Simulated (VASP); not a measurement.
# TaN (P-6m2) in VASP: notebook, part 2 of 3

VASP 6.6.1. Earlier steps stand in the parts before.

**3. Single point, RPBE**

This run uses another cell than the first one, of 9.97 Å³/atom, 1.028 times its volume.

INCAR reads:

```
SYSTEM = TaN
PREC = Accurate ; ENCUT = 520
EDIFF = 1E-6 ; ISMEAR = -1
SIGMA = 0.15 ; LREAL = .False.
LASPH = .True. ; NELM = 60
ALGO = Normal ; ISIF = 2
LWAVE = .False. ; LCHARG = .False.
GGA = RP ; NBANDS = 15
```

KPOINTS reads:

```
Automatic mesh
0
Gamma
  9 9 8
  0 0 0
```

POSCAR reads:

```
TaN
1.0
    2.8626331906      0.0000000000      0.0000000000
   -1.4313165953      2.4791299830      0.0000000000
    0.0000000000      0.0000000000      2.8090440737
Ta N
1 1
Direct
    0.3333333333      0.6666666667      0.5000000000
    0.0000000000      0.0000000000      0.0000000000
```

Potentials or basis: VASP PAW PBE potentials, release 64 (Ta_pv, N).

Launch:

```bash
$ cat potpaw_PBE.64/Ta_pv/POTCAR potpaw_PBE.64/N/POTCAR > POTCAR
$ mpirun -np 1 vasp_std > vasp.out
```

OUTCAR:

```text
SYSTEM = TaN
   PREC = Accurate
   ENCUT = 520
   EDIFF = 1E-6
   ISMEAR = -1
   LREAL = .False.
   LASPH = .True.
   NELM = 60
   ISIF = 2
   GGA = RP

 ion  position               nearest neighbor table
   1  0.333  0.667  0.500-   2 2.17   2 2.17   2 2.17   2 2.17   2 2.17   2 2.17
   2  0.000  0.000  0.000-   1 2.17   1 2.17   1 2.17   1 2.17   1 2.17   1 2.17

  LATTYP: Found a hexagonal cell.
 ALAT       =     2.8626331906
 C/A-ratio  =     0.9812797822

  Lattice vectors:

 A1 = (   2.8626331906,   0.0000000000,   0.0000000000)
 A2 = (  -1.4313165953,   2.4791299830,   0.0000000000)
 A3 = (   0.0000000000,   0.0000000000,   2.8090440737)

Analysis of symmetry for initial positions (statically):
=====================================================================
 Subroutine PRICEL returns:
 Original cell was already a primitive cell.

 Routine SETGRP: Setting up the symmetry group for a
 hexagonal supercell.

 Subroutine GETGRP returns: Found 12 space group operations
 (whereof 12 operations were pure point group operations)
 out of a pool of 24 trial point group operations.

The static configuration has the point symmetry D_3h.
[... 175 lines left out ...]
      6       4.2709      2.00000
      7       4.6112      2.00000
      8       6.1763      2.00000
      9      11.9770      0.00000
     10      13.1686      0.00000
     11      13.1687      0.00000
     12      13.6864      0.00000
     13      13.6864      0.00000
     14      22.8367      0.00000
[... 401 lines left out ...]
      2     -25.9964      2.00000
      3     -25.3967      2.00000
      4      -6.3449      2.00000
      5       1.7541      2.00000
      6       2.6455      2.00000
      7       3.3344      2.00000
      8       8.7421      1.94858
      9      11.2868      0.00000
     10      11.8825      0.00000
     11      12.6899      0.00000
     12      17.1441      0.00000
     13      22.1772      0.00000
     14      22.9256      0.00000
     15      24.1761      0.00000

 [... further k-points ...]

------------------------ aborting loop because EDIFF is reached ----------------------------------------

  FORCE on cell =-STRESS in cart. coord.  units (eV):
  Direction    XX          YY          ZZ          XY          YZ          ZX
  --------------------------------------------------------------------------------------
  -------------------------------------------------------------------------------------
  Total        5.2129447      5.2130158      5.9725442      0.0000000      0.0000000      0.0000000
  in kB      418.9576683    418.9633865    480.0057062      0.0000000      0.0000000      0.0000000
  external PRESSURE =     439.3089203 kB  Pullay stress =       0.0000000 kB

 VOLUME and BASIS-vectors are now :
 -----------------------------------------------------------------------------
  energy-cutoff  :      520.00
  volume of cell :       19.94
      direct lattice vectors                 reciprocal lattice vectors
     2.862633191  0.000000000  0.000000000     0.349328724  0.201683657  0.000000000
    -1.431316595  2.479129983  0.000000000     0.000000000  0.403367313  0.000000000
     0.000000000  0.000000000  2.809044074     0.000000000  0.000000000  0.355992990

 POSITION                                       TOTAL-FORCE (eV/Angst)
 -----------------------------------------------------------------------------------
     -0.00000      1.65275      1.40452         0.000000     -0.000000      0.000000
      0.00000      0.00000      0.00000        -0.000000      0.000000      0.000000
 -----------------------------------------------------------------------------------
    total drift:                                0.000000      0.000252     -0.000000

  FREE ENERGIE OF THE ION-ELECTRON SYSTEM (eV)
  ---------------------------------------------------
  free  energy   TOTEN  =       -21.1362632765 eV

  energy  without entropy=      -21.1271969026  energy(sigma->0) =      -21.13173009
```

Wall time 24 s (1 thread of AMD EPYC 7R43 (Zen 3), shared host); peak memory 0.12 GiB.

Results:

* Free energy: -21.1363 eV
* Pressure: 43.9 GPa
* Band gap on the k mesh: zero (band 8 reaches 9.32 eV, above the bottom of band 9 at 9.09 eV)

Caveat: the PAW data sets were made with another functional, which shifts forces and pressure a little; spin-orbit coupling is left out, which moves the levels of the heavy elements.

**4. Single point, RPBE**

This run uses another cell than the first one, of 10.24 Å³/atom, 1.056 times its volume.

INCAR reads:

```
ALGO = Normal
EDIFF = 1E-6
ENCUT = 520
GGA = RP
ISIF = 2
ISMEAR = -1
LASPH = T
LCHARG = F
LREAL = F
LWAVE = F
NBANDS = 15
NELM = 60
PREC = Accurate
SIGMA = 0.15
```

KPOINTS reads:

```
k-points
0
Gamma
  9 9 8
```

POSCAR reads:

```
TaN
1.0
    2.8881937680      0.0000000000      0.0000000000
   -1.4440968840      2.5012662434      0.0000000000
    0.0000000000      0.0000000000      2.8341261515
Ta N
1 1
Direct
    0.3333333333      0.6666666667      0.5000000000
    0.0000000000      0.0000000000      0.0000000000
```

Potentials or basis: VASP PAW PBE potentials, release 64 (Ta_pv, N).

Launch:

```bash
$ cat potpaw_PBE.64/Ta_pv/POTCAR potpaw_PBE.64/N/POTCAR > POTCAR
$ mpirun -np 1 vasp_std > vasp.out
```

OUTCAR:

```text
EDIFF = 1E-6
   ENCUT = 520
   GGA = RP
   ISIF = 2
   ISMEAR = -1
   LASPH = T
   LREAL = F
   NELM = 60
   PREC = Accurate

 ion  position               nearest neighbor table
   1  0.333  0.667  0.500-   2 2.19   2 2.19   2 2.19   2 2.19   2 2.19   2 2.19
   2  0.000  0.000  0.000-   1 2.19   1 2.19   1 2.19   1 2.19   1 2.19   1 2.19

  LATTYP: Found a hexagonal cell.
 ALAT       =     2.8881937680
 C/A-ratio  =     0.9812797822

  Lattice vectors:

 A1 = (   2.8881937680,   0.0000000000,   0.0000000000)
 A2 = (  -1.4440968840,   2.5012662434,   0.0000000000)
 A3 = (   0.0000000000,   0.0000000000,   2.8341261515)

Analysis of symmetry for initial positions (statically):
=====================================================================
 Subroutine PRICEL returns:
 Original cell was already a primitive cell.

 Routine SETGRP: Setting up the symmetry group for a
 hexagonal supercell.

 Subroutine GETGRP returns: Found 12 space group operations
 (whereof 12 operations were pure point group operations)
 out of a pool of 24 trial point group operations.

[... 174 lines left out ...]
      4      -9.3382      2.00000
      5       4.1055      2.00000
      6       4.1056      2.00000
      7       4.4542      2.00000
      8       5.9129      2.00000
      9      11.4833      0.00000
     10      12.7468      0.00000
     11      12.7468      0.00000
     12      13.2335      0.00000
     13      13.2335      0.00000
     14      22.3882      0.00000
[... 401 lines left out ...]
      2     -26.3085      2.00000
      3     -25.7728      2.00000
      4      -6.5558      2.00000
      5       1.5924      2.00000
      6       2.4820      2.00000
      7       3.1805      2.00000
      8       8.4628      1.94170
      9      10.9307      0.00000
     10      11.5132      0.00000
     11      12.2675      0.00000
     12      16.5727      0.00000
     13      21.4671      0.00000
     14      22.5266      0.00000
     15      23.4756      0.00000

 [... further k-points ...]

------------------------ aborting loop because EDIFF is reached ----------------------------------------

  FORCE on cell =-STRESS in cart. coord.  units (eV):
  Direction    XX          YY          ZZ          XY          YZ          ZX
  --------------------------------------------------------------------------------------
  -------------------------------------------------------------------------------------
  Total        3.7833709      3.7834225      4.3739910      0.0000000      0.0000000      0.0000000
  in kB      296.0629582    296.0669991    342.2811982      0.0000000      0.0000000      0.0000000
  external PRESSURE =     311.4703852 kB  Pullay stress =       0.0000000 kB

 VOLUME and BASIS-vectors are now :
 -----------------------------------------------------------------------------
  energy-cutoff  :      520.00
  volume of cell :       20.47
      direct lattice vectors                 reciprocal lattice vectors
     2.888193768  0.000000000  0.000000000     0.346237157  0.199898752  0.000000000
    -1.444096884  2.501266243  0.000000000     0.000000000  0.399797504  0.000000000
     0.000000000  0.000000000  2.834126152     0.000000000  0.000000000  0.352842445

 POSITION                                       TOTAL-FORCE (eV/Angst)
 -----------------------------------------------------------------------------------
     -0.00000      1.66751      1.41706        -0.000000     -0.000000      0.000000
      0.00000      0.00000      0.00000         0.000000      0.000000      0.000000
 -----------------------------------------------------------------------------------
    total drift:                                0.000000      0.000248      0.000000

  FREE ENERGIE OF THE ION-ELECTRON SYSTEM (eV)
  ---------------------------------------------------
  free  energy   TOTEN  =       -21.2625750072 eV

  energy  without entropy=      -21.2537390157  energy(sigma->0) =      -21.25815701
```

OSZICAR:

```text
N       E                     dE             d eps       ncg     rms          rms(c)
DAV:   1     0.944631890399E+02    0.94463E+02   -0.87493E+03  1800   0.114E+03
DAV:   2    -0.207675784512E+02   -0.11523E+03   -0.10882E+03  2206   0.311E+02
DAV:   3    -0.236848628680E+02   -0.29173E+01   -0.28967E+01  2010   0.454E+01
DAV:   4    -0.236969318148E+02   -0.12069E-01   -0.12066E-01  2423   0.308E+00
DAV:   5    -0.236970054543E+02   -0.73640E-04   -0.73635E-04  2031   0.214E-01    0.260E+01
DAV:   6    -0.212972627983E+02    0.23997E+01   -0.38084E+00  2262   0.234E+01    0.111E+01
DAV:   7    -0.212837916931E+02    0.13471E-01   -0.63246E-01  1884   0.595E+00    0.758E+00
DAV:   8    -0.212712475658E+02    0.12544E-01   -0.11547E-01  2255   0.299E+00    0.181E+00
DAV:   9    -0.212624814585E+02    0.87661E-02   -0.15609E-02  2024   0.108E+00    0.160E-01
DAV:  10    -0.212626576169E+02   -0.17616E-03   -0.13621E-03  2108   0.402E-01    0.925E-02
DAV:  11    -0.212625753048E+02    0.82312E-04   -0.10682E-04  2122   0.111E-01    0.126E-02
DAV:  12    -0.212625750265E+02    0.27834E-06   -0.15227E-05  2073   0.356E-02    0.478E-03
DAV:  13    -0.212625750072E+02    0.19264E-07   -0.10004E-07  1047   0.315E-03
   1 F= -.21262575E+02 E0= -.21258157E+02  d E =-.883599E-02
```

stdout:

```text
POSCAR found type information on POSCAR TaN
 POSCAR found :  2 types and       2 ions
 scaLAPACK will be used
 -----------------------------------------------------------------------------
|                                                                             |
|                                                                             |
|     You enforced a specific xc type in the INCAR file but a different       |
|     I HOPE YOU KNOW WHAT YOU ARE DOING!                                     |
|                                                                             |
 -----------------------------------------------------------------------------

 LDA part: xc-table for (Slater+PW92), standard interpolation
 POSCAR, INCAR and KPOINTS ok, starting setup
 FFT: planning ... GRIDC
 FFT: planning ... GRID_SOFT
 FFT: planning ... GRID
 WAVECAR not read
 entering main loop
```

Wall time 24 s (1 thread of AMD EPYC 7R43 (Zen 3), shared host); peak memory 0.12 GiB.

Results:

```
Free energy            : -21.2626 eV
Pressure               : 31.1 GPa
Band gap on the k mesh : zero (band 8 reaches 9.03 eV, above the bottom of band 9 at 8.81 eV)
```

Caveat: the PAW data sets were made with another functional, which shifts forces and pressure a little; spin-orbit coupling is left out, which moves the levels of the heavy elements.

**5. Single point, RPBE**

This run uses another cell than the first one, of 10.51 Å³/atom, 1.083 times its volume.

INCAR reads:

```
PREC     = Accurate       # precision mode
ENCUT    = 520            # plane-wave cutoff, eV
EDIFF    = 1E-6           # SCF threshold, eV
ISMEAR   = -1             # smearing method
SIGMA    = 0.15           # smearing width, eV
LREAL    = False          # projectors in reciprocal space
LASPH    = True           # aspherical terms in the spheres
NELM     = 80             # most SCF steps
ALGO     = Normal         # electronic algorithm
ISIF     = 2              # what is computed and relaxed
LWAVE    = False          # write WAVECAR
LCHARG   = False          # write CHGCAR
GGA      = RP             # functional
NBANDS   = 15             # bands
```

KPOINTS reads:

```
regular mesh
0
Gamma
  9 9 8
```

POSCAR reads:

```
TaN
1.0
    2.9133097571      0.0000000000      0.0000000000
   -1.4566548785      2.5230174765      0.0000000000
    0.0000000000      0.0000000000      2.8587719638
Ta N
1 1
Direct
    0.3333333333      0.6666666667      0.5000000000
    0.0000000000      0.0000000000      0.0000000000
```

Launch:

```bash
$ cat potpaw_PBE.64/Ta_pv/POTCAR potpaw_PBE.64/N/POTCAR > POTCAR
$ mpirun -np 1 vasp_std > vasp.out
```

Run time: 24 s. Hardware: 1 thread of AMD EPYC 7R43 (Zen 3), shared host; peak memory 0.11 GiB.

The run converged. Its results:

```yaml
Free_energy: -21.3486 eV
Pressure: 19.9 GPa
Band_gap_on_the_k_mesh: zero (band 8 reaches 8.75 eV, above the bottom of band 9 at 8.54 eV)
```

Stress tensor (GPa, compression positive):
```
18.84  0.00  0.00
 0.00 18.84  0.00
 0.00  0.00 22.16
```

Levels at points of the mesh, in eV from the Fermi level:
```csv
k point,band 4,band 5,band 6,band 7,band 8,band 9,band 10,band 11,band 12,band 13
"(0.00, 0.00, 0.00)",-18.12,-4.76,-4.76,-4.40,-3.04,2.30,3.64,3.64,4.10,4.10
"(0.00, 0.00, 0.50)",-15.35,-9.59,-3.92,-3.92,-0.16,-0.16,2.40,3.36,3.36,8.34
```

Caveat: the PAW data sets were made with another functional, which shifts forces and pressure a little; spin-orbit coupling is left out, which moves the levels of the heavy elements.

(Continued in part 3 of 3.)
